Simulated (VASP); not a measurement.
## LiH: single point with r2SCAN

Crystal: LiH.

```
CELL_PARAMETERS angstrom
0.00000 2.07670 2.07670
2.07670 0.00000 2.07670
2.07670 2.07670 0.00000
ATOMIC_POSITIONS crystal
Li 0.00000 0.00000 0.00000
H 0.50000 0.50000 0.50000
```

| Item | Value |
| --- | --- |
| Program | VASP 6.6.1 |
| Task | single point |
| Functional | r2SCAN |
| Potentials or basis | VASP PAW PBE potentials, release 64 (Li_sv, H) |
| Cutoff | 520 eV |
| k mesh | 11 × 11 × 11 |
| Occupations | fermi-dirac, width 0.05 eV |
| Spin | no spin polarisation |
| Dipole correction | no |
| Further INCAR settings | ALGO = Normal; EDIFF = 1e-07; NBANDS = 9 |

```json
{"Band gap on the k mesh": "3.82 eV"}
```

Levels at points of the mesh, in eV from the valence-band top:
```tsv
k point	band 1	band 2	band 3	band 4	band 5	band 6
(0.00, 0.00, 0.00)	-45.82	-5.02	16.26	18.29	18.29	18.29
```

It took 39 s on 1 thread of Intel(R) Xeon(R) Platinum 8375C CPU @ 2.90GHz (Ice Lake), with other jobs on the host, peak memory 0.14 GiB.

Caveat: an odd mesh through Γ misses points on the zone boundary, where band edges can lie.
